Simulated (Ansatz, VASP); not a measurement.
# Two plane-wave programs on C4N

```
CELL_PARAMETERS angstrom
-2.11950 2.11950 2.11950
2.11950 -2.11950 2.11950
2.11950 2.11950 -2.11950
ATOMIC_POSITIONS crystal
C 0.00000 0.00000 0.50000
C 0.50000 0.00000 0.00000
C 0.50000 0.50000 0.50000
C 0.00000 0.50000 0.00000
N 0.00000 0.00000 0.00000
```

Change from the starting cell: species swapped into the NiHg4 type (Im-3m, No. 229).

Alike in both runs: functional PBE; dispersion D3(BJ); k mesh 12 × 12 × 12; occupations gaussian, width 0.1 eV; no spin polarisation.

Ansatz relaxed the structure, and its values are those at the end. VASP's run is a single point on that final structure, the one shown.

|  | VASP | Ansatz |
| --- | --- | --- |
| version | VASP 6.6.1 | Ansatz 0.2.0 |
| potentials or method | VASP PAW PBE potentials, release 64 (C, N), cutoff 520 eV | scalar-relativistic, plane waves, PAW |
| valence electrons in the cell | 21 | 21 |

```csv
,VASP,Ansatz,Ansatz less VASP
gap on the k mesh at the Fermi level (eV),none,none,-
pressure (GPa),0.0,0.0,-0.04
```

A gap of «none» marks a metal or a gap that the smearing closes. Ansatz's warnings: dispersion switch in reach, relaxed geometry near dispersion switch.
